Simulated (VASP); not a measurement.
ZrC:

```
Zr C
1.0
     3.58282    0.00000    0.00000
     0.00000    3.58282    0.00000
     0.00000    0.00000    2.65971
Zr C
1 1
Direct
  0.50000 0.50000 0.00000
  0.00000 0.00000 0.00000
```

| Property | Result |
| --- | --- |
| Program | VASP 6.6.1 |
| Task | relaxation of cell and atoms |
| Functional | PBE |
| Potentials or basis | VASP PAW PBE potentials, release 64 (Zr_sv, C) |
| Cutoff | 600 eV |
| k mesh | 6 × 6 × 6 |
| Occupations | gaussian, width 0.1 eV |
| Spin | no spin polarisation |

At the start: pressure -14.3 GPa; volume 17.07 Å³/atom.

How do energy, volume and symmetry change on relaxing?

Over 43 steps the energy falls by 731.1 meV/atom and the volume is 19.34 Å³/atom (+13.3 %); space group P4/mmm (No. 123, to 0.05 Å).

Step by step:
```
step  energy change (eV)  largest force (eV/Å)  pressure (GPa)  volume (Å³)
   1              0.0000                0.0000          -14.28        34.14
   3             -1.2429                0.0000            7.92        29.85
   5             -1.4149                0.0000           -0.44        33.03
   7             -1.4166                0.0000           -1.72        33.57
   9             -1.4211                0.0000            0.40        33.39
  11             -1.4214                0.0000            0.16        33.52
  13             -1.4246                0.0000           -1.28        34.53
  15             -1.4225                0.0000           -5.84        38.64
  17             -1.4338                0.0000           -4.26        36.85
  19             -1.4339                0.0000           -4.27        36.88
  21             -1.4341                0.0000           -4.38        36.99
  23             -1.4344                0.0000           -4.47        37.14
  25             -1.4360                0.0000           -4.30        37.11
  27             -1.4418                0.0000           -3.63        37.01
  29             -1.4552                0.0000           -0.79        36.62
  31             -1.4561                0.0000            0.23        36.48
  33             -1.4562                0.0000            0.33        36.48
  35             -1.4564                0.0000            0.28        36.56
  37             -1.4573                0.0000            0.12        36.90
  39             -1.4615                0.0000           -0.40        38.23
  41             -1.4620                0.0000           -0.52        38.58
  43             -1.4622                0.0000           -0.06        38.68
```

Final structure:
```xyz
2
Lattice="3.1862 0.0000 0.0000 0.0000 3.1862 0.0000 0.0000 0.0000 3.8103" Properties=species:S:1:pos:R:3 pbc="T T T"
Zr    1.5931    1.5931    0.0000
C     0.0000    0.0000    0.0000
```

Caveat: the k points lie up to 0.33 Å⁻¹ apart in the final cell.
